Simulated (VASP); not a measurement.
# Au (I4/mmm) in VASP: single point with r2SCAN

Aim: the single point of Au with r2SCAN.

Everything below comes from runs of VASP 6.6.1. Logs are shortened: lines on timing, memory, paths and dates and some standing lists are left out, and cuts for length are marked.

**1. The cell of the first run**

Symmetry: I4/mmm, No. 139, tetragonal system. The conventional cell has a = 3.149 Å, b = 3.149 Å, c = 3.397 Å, α = 90.00°, β = 90.00°, γ = 90.00°. Within 3.7 Å of Au (site symmetry 4/mmm) lie 14 Au at 2.80 to 3.40 Å.

**2. Single point, r2SCAN (strain -0.050 along x and y, +0.025 along z)**

POSCAR reads:

```
Au
1.0
   -1.5744055500      1.5744055500      1.6987007250
    1.5744055500     -1.5744055500      1.6987007250
    1.5744055500      1.5744055500     -1.6987007250
Au
1
Direct
    0.0000000000      0.0000000000      0.0000000000
```

INCAR.step1 reads:

```
  ALGO = Normal
  EDIFF = 1E-4
  ENCUT = 520
  GGA = PE
  ISMEAR = 0
  LASPH = True
  LCHARG = False
  LREAL = False
  LWAVE = True
  NBANDS = 12
  NELM = 100
  PREC = Accurate
  SIGMA = 0.15
```

INCAR.step2 reads:

```
  ALGO = Normal
  EDIFF = 1E-6
  ENCUT = 520
  ISIF = 2
  ISMEAR = 0
  ISTART = 1
  LASPH = True
  LCHARG = False
  LMIXTAU = True
  LREAL = False
  LWAVE = False
  METAGGA = R2SCAN
  NBANDS = 12
  NELM = 100
  PREC = Accurate
  SIGMA = 0.15
```

KPOINTS reads:

```
k-points
0
Gamma
  20 20 20
```

Potentials or basis: VASP PAW PBE potentials, release 64 (Au).

Command:

```console
$ cat potpaw_PBE.64/Au/POTCAR > POTCAR
$ cp INCAR.step1 INCAR
$ mpirun -np 1 vasp_std > vasp.out
$ cp INCAR.step2 INCAR
$ mpirun -np 1 vasp_std > vasp.out
```

OUTCAR:

```text
EDIFF = 1E-6
   ENCUT = 520
   ISIF = 2
   ISMEAR = 0
   ISTART = 1
   LASPH = True
   LREAL = False
   METAGGA = R2SCAN
   NELM = 100
   PREC = Accurate

 ion  position               nearest neighbor table
   1  0.000  0.000  0.000-

  LATTYP: Found a body centered tetragonal cell.
 ALAT       =     3.1488111000
 C/A-ratio  =     1.0789473684

  Lattice vectors:

 A1 = (  -1.5744055500,   1.5744055500,   1.6987007250)
 A2 = (   1.5744055500,  -1.5744055500,   1.6987007250)
 A3 = (   1.5744055500,   1.5744055500,  -1.6987007250)

Analysis of symmetry for initial positions (statically):
=====================================================================
 Subroutine PRICEL returns:
 Original cell was already a primitive cell.

 Routine SETGRP: Setting up the symmetry group for a
 body centered tetragonal supercell.

 Subroutine GETGRP returns: Found 16 space group operations
 (whereof 16 operations were pure point group operations)
 out of a pool of 16 trial point group operations.

The static configuration has the point symmetry D_4h.

Analysis of symmetry for dynamics (positions and initial velocities):
=====================================================================
 Subroutine PRICEL returns:
 Original cell was already a primitive cell.

 Routine SETGRP: Setting up the symmetry group for a
 body centered tetragonal supercell.

 Subroutine GETGRP returns: Found 16 space group operations
 (whereof 16 operations were pure point group operations)
 out of a pool of 16 trial point group operations.

The dynamic configuration has the point symmetry D_4h.

 Subroutine INISYM returns: Found 16 space group operations
 (whereof 16 operations are pure point group operations),
 and found     1 'primitive' translations

----------------------------------------------------------------------------------------

                                     Primitive cell

  volume of cell :      16.8426

  direct lattice vectors                    reciprocal lattice vectors
    -1.574405550  1.574405550  1.698700725     0.000000000  0.317580181  0.294342607
     1.574405550 -1.574405550  1.698700725     0.317580181  0.000000000  0.294342607
     1.574405550  1.574405550 -1.698700725     0.317580181  0.317580181  0.000000000

  length of vectors
     2.800551700  2.800551700  2.800551700     0.433006630  0.433006630  0.449126200

  position of ions in fractional coordinates (direct lattice)
     0.000000000  0.000000000  0.000000000

  ion indices of the primitive-cell ions
   primitive index   ion index
                 1           1

----------------------------------------------------------------------------------------

 KPOINTS: k-points

Automatic generation of k-mesh.
 Grid dimensions read from file:
 generate k-points for:   20   20   20

 Generating k-lattice:

  Cartesian coordinates                     Fractional coordinates (reciprocal lattice)
     0.000000000  0.015879009  0.014717130     0.050000000 -0.000000000  0.000000000
     0.015879009  0.000000000  0.014717130    -0.000000000  0.050000000  0.000000000
     0.015879009  0.015879009  0.000000000     0.000000000  0.000000000  0.050000000

  Length of vectors
     0.021650332  0.021650332  0.022456310

  Shift w.r.t. Gamma in fractional coordinates (k-lattice)
     0.000000000  0.000000000  0.000000000

 Subroutine IBZKPT returns following result:
 ===========================================

 Found    641 irreducible k-points:

 Following reciprocal coordinates:
            Coordinates               Weight
  0.000000  0.000000  0.000000      1.000000
  0.050000  0.000000 -0.000000      8.000000
  0.100000  0.000000 -0.000000      8.000000
  0.150000  0.000000  0.000000      8.000000
  0.200000  0.000000 -0.000000      8.000000
  0.250000  0.000000 -0.000000      8.000000
[... 16 lines left out ...]
 -0.400000  0.050000  0.000000     16.000000
 -0.350000  0.050000  0.000000     16.000000
 [... further k-points ...]
   k-points           NKPTS =    641   k-points in BZ     NKDIM =    641   number of bands    NBANDS=     12
   number of dos      NEDOS =    301   number of ions     NIONS =      1
   total plane-waves  NPLWV =  13824
   dimension x,y,z NGX =    24 NGY =   24 NGZ =   24
   dimension x,y,z NGXF=    48 NGYF=   48 NGZF=   48
   ions per type =               1
   NGX,Y,Z   is equivalent  to a cutoff of  14.25, 14.25, 14.25 a.u.
   NGXF,Y,Z  is equivalent  to a cutoff of  28.49, 28.49, 28.49 a.u.
 SYSTEM =  unknown system
   PREC   = accura    normal or accurate (medium, high low for compatibility)
   ISTART =      1    job   : 0-new  1-cont  2-samecut
   ICHARG =      0    charge: 1-file 2-atom 10-const
   ISPIN  =      1    spin polarized calculation?
   LNONCOLLINEAR =      F non collinear calculations
   LSORBIT =      F    spin-orbit coupling
   LASPH  =      T    aspherical Exc in radial PAW
   ENCUT  =  520.0 eV  38.22 Ry    6.18 a.u.   5.21  5.21  5.21*2*pi/ulx,y,z
   NELM   =    100;   NELMIN=  2; NELMDL=  0     # of ELM steps
   EDIFF  = 0.1E-05   stopping-criterion for ELM
   LREAL  =      F    real-space projection
   EDIFFG = 0.1E-04   stopping-criterion for IOM
   NSW    =      0    number of steps for IOM
   IBRION =     -1    ionic relax: 0-MD 1-quasi-New 2-CG
   NFREE  =      0    steps in history (QN), initial steepest desc. (CG)
   ISIF   =      2    stress and relaxation
   ISYM   =      2    0-nonsym 1-usesym 2-fastsym
   POTIM  = 0.5000    time-step for ionic-motion
   TEBEG  =    0.0;   TEEND  =   0.0 temperature during run
   PSTRESS=    0.0 pullay stress
   NELECT =      11.0000    total number of electrons
   NUPDOWN=      -1.0000    fix difference up-down
   EMIN   =  10.00;   EMAX   =-10.00  energy-range for DOS
   EFERMI =   0.00;   METHOD = LEGACY
   ISMEAR =     0;   SIGMA  =   0.15  broadening in eV -4-tet -1-fermi 0-gaus
   EFERMI_NEDOS =   21; number of points for ismear=-14 and -15
   IALGO  =     38    algorithm
   IMIX   =      4    mixing-type and parameters
     AMIX     =   0.40;   BMIX     =  1.00
     AMIX_MAG =   1.60;   BMIX_MAG =  1.00
  volume/ion in A,a.u.               =      16.84       113.66
  Fermi-wavevector in a.u.,A,eV,Ry     =   1.420373  2.684115 27.449197  2.017459
  Thomas-Fermi vector in A             =   2.541295
   LORBIT       =      0    0 simple, 1 ext, 2 COOP (PROOUT), +10 PAW based schemes
   METAGGA = R2SCAN    functional components
   LHFCALC =     F    Hartree Fock is set to
   AEXX    =    0.0000 exact exchange contribution
   IVDW    =     0    specifies the selected vdW correction
   LEPSILON=     F    determine dielectric tensor
   LRPA    =     F    only Hartree local field effects (RPA)
 non-spin polarized calculation
 Gauss-broadening in eV      SIGMA  =   0.15
  energy-cutoff  :      520.00
  volume of cell :       16.84
 maximum number of plane-waves:       476
 NGX is ok and might be reduce to    24
   NGX = 11   NGY = 11   NGZ = 11

 number of electron      11.0000001 magnetization

 Free energy of the ion-electron system (eV)
  ---------------------------------------------------
  ext. energy  EPLUGINS =         0.00000000
  ---------------------------------------------------
  free energy    TOTEN  =       -50.55897211 eV

  energy without entropy =      -50.55572455  energy(sigma->0) =      -50.55734833

 E-fermi :   9.6098     XC(G=0): -13.7109

 val. band max:        9.6045158920   @ k =  -0.2500   0.4500   0.1000
 cond. band min:       9.6100724589   @ k =  -0.1000  -0.4500   0.0500
 fundamental gap:      0.0055565669
 Fermi energy:         9.6097631340

 k-point     1 :       0.0000    0.0000    0.0000
  band No.  band energies     occupation
      1      -0.6861      2.00000
      2       4.1840      2.00000
      3       4.1840      2.00000
      4       4.6709      2.00000
      5       6.0014      2.00000
      6       6.5551      2.00000
      7      26.1138      0.00000
      8      27.4210      0.00000
      9      27.4210      0.00000
     10      33.3166      0.00000
     11      35.5345      0.00000
     12      36.0915      0.00000

 k-point     2 :       0.0500    0.0000   -0.0000
  band No.  band energies     occupation
      1      -0.5910      2.00000
      2       4.1897      2.00000
      3       4.2051      2.00000
      4       4.6880      2.00000
      5       5.9799      2.00000
      6       6.5375      2.00000
      7      26.1738      0.00000
      8      27.3727      0.00000
      9      27.5410      0.00000
     10      32.4706      0.00000
     11      34.5145      0.00000
     12      35.6770      0.00000

 k-point     3 :       0.1000    0.0000   -0.0000
  band No.  band energies     occupation
      1      -0.3122      2.00000
      2       4.2050      2.00000
      3       4.2178      2.00000
      4       4.7905      2.00000
      5       5.9223      2.00000
      6       6.4956      2.00000
      7      26.2551      0.00000
      8      27.0877      0.00000
      9      27.8923      0.00000
     10      31.3655      0.00000
     11      32.8721      0.00000
     12      34.5922      0.00000

 k-point     4 :       0.1500    0.0000    0.0000
  band No.  band energies     occupation
      1       0.1281      2.00000
      2       4.1527      2.00000
      3       4.2300      2.00000
      4       5.0492      2.00000
      5       5.8512      2.00000
      6       6.4510      2.00000
      7      25.6961      0.00000
      8      26.6298      0.00000
      9      28.4482      0.00000
     10      30.8905      0.00000
     11      31.6839      0.00000
     12      33.1235      0.00000

 k-point     5 :       0.2000    0.0000   -0.0000
  band No.  band energies     occupation
      1       0.6789      2.00000
      2       4.0258      2.00000
      3       4.2911      2.00000
      4       5.4466      2.00000
      5       5.8001      2.00000
      6       6.4217      2.00000
      7      24.0325      0.00000
      8      26.2101      0.00000
      9      29.1485      0.00000
     10      30.9871      0.00000
     11      31.4127      0.00000
     12      31.5147      0.00000
[... 228 lines left out ...]
      1       1.9210      2.00000
      2       3.4012      2.00000
      3       5.7830      2.00000
      4       6.5481      2.00000
      5       7.5428      2.00000
      6       9.2058      1.99986
      7      13.2878      0.00000
      8      23.0314      0.00000
      9      24.5651      0.00000
     10      32.3786      0.00000
     11      33.3388      0.00000
     12      33.7073      0.00000

 k-point    22 :      -0.4500    0.0500    0.0000
  band No.  band energies     occupation
      1       1.9371      2.00000
      2       3.4444      2.00000
      3       5.7334      2.00000
      4       6.5411      2.00000
      5       7.1518      2.00000
      6       8.3669      2.00000
      7      14.6310      0.00000
      8      23.2523      0.00000
      9      25.0153      0.00000
     10      32.1996      0.00000
     11      33.2380      0.00000
     12      33.5860      0.00000

 k-point    23 :      -0.4000    0.0500    0.0000
  band No.  band energies     occupation
      1       1.9376      2.00000
      2       3.5302      2.00000
      3       5.6295      2.00000
      4       6.2333      2.00000
      5       6.6631      2.00000
      6       7.5754      2.00000
      7      16.5171      0.00000
      8      23.6844      0.00000
      9      25.8464      0.00000
     10      31.8350      0.00000
     11      32.9152      0.00000
     12      33.4909      0.00000

 k-point    24 :      -0.3500    0.0500    0.0000
  band No.  band energies     occupation
      1       1.8450      2.00000
      2       3.6520      2.00000
      3       5.1500      2.00000
      4       5.8373      2.00000
      5       6.5596      2.00000
      6       6.9226      2.00000
      7      18.6180      0.00000
      8      24.3044      0.00000
      9      26.9507      0.00000
     10      31.1591      0.00000
     11      32.5740      0.00000
     12      33.1369      0.00000

 [... further k-points ...]
[... 5 lines left out ...]
  --------------------------------------------------------------------------------------
  -------------------------------------------------------------------------------------
  Total        0.8052527      0.8052527      0.8631475      0.0000000     -0.0000000      0.0000000
  in kB       76.6006952     76.6006952     82.1080119      0.0000000     -0.0000000      0.0000000
  external PRESSURE =      78.4364674 kB  Pullay stress =       0.0000000 kB

 VOLUME and BASIS-vectors are now :
 -----------------------------------------------------------------------------
  energy-cutoff  :      520.00
  volume of cell :       16.84
      direct lattice vectors                 reciprocal lattice vectors
    -1.574405550  1.574405550  1.698700725     0.000000000  0.317580181  0.294342607
     1.574405550 -1.574405550  1.698700725     0.317580181  0.000000000  0.294342607
     1.574405550  1.574405550 -1.698700725     0.317580181  0.317580181  0.000000000

 POSITION                                       TOTAL-FORCE (eV/Angst)
 -----------------------------------------------------------------------------------
      0.00000      0.00000      0.00000         0.000000      0.000000     -0.000000
 -----------------------------------------------------------------------------------
    total drift:                                0.000000      0.000000     -0.000000

  FREE ENERGIE OF THE ION-ELECTRON SYSTEM (eV)
  ---------------------------------------------------
  free  energy   TOTEN  =       -50.5589721140 eV

  energy  without entropy=      -50.5557245463  energy(sigma->0) =      -50.55734833
```

Wall time 4.4 min (1 thread of Intel Xeon 6975P-C (Granite Rapids), shared host); peak memory 0.25 GiB.

Results:

```
Free energy : -50.5590 eV
Pressure    : 7.8 GPa
```

Levels at points of the mesh, in eV from the Fermi level:
```csv
k point,band 3,band 4,band 5,band 6,band 7,band 8,band 9,band 10
"(0.00, 0.00, 0.00)",-5.43,-4.94,-3.61,-3.05,16.50,17.81,17.81,23.71
"(0.50, 0.00, 0.00)",-3.80,-3.00,-1.69,-0.74,3.50,13.43,15.19,23.03
"(0.50, 0.50, 0.00)",-3.03,-2.87,-1.56,-0.29,4.15,12.35,13.39,21.38
"(0.50, 0.50, 0.50)",-2.14,-1.96,-1.96,5.12,7.38,7.38,9.95,16.30
```

Caveat: the cell differs from its parent crystal (strain -0.050 along x and y, +0.025 along z); the PAW data sets were made with another functional, which shifts forces and pressure a little; spin-orbit coupling is left out, which moves the levels of the heavy elements.
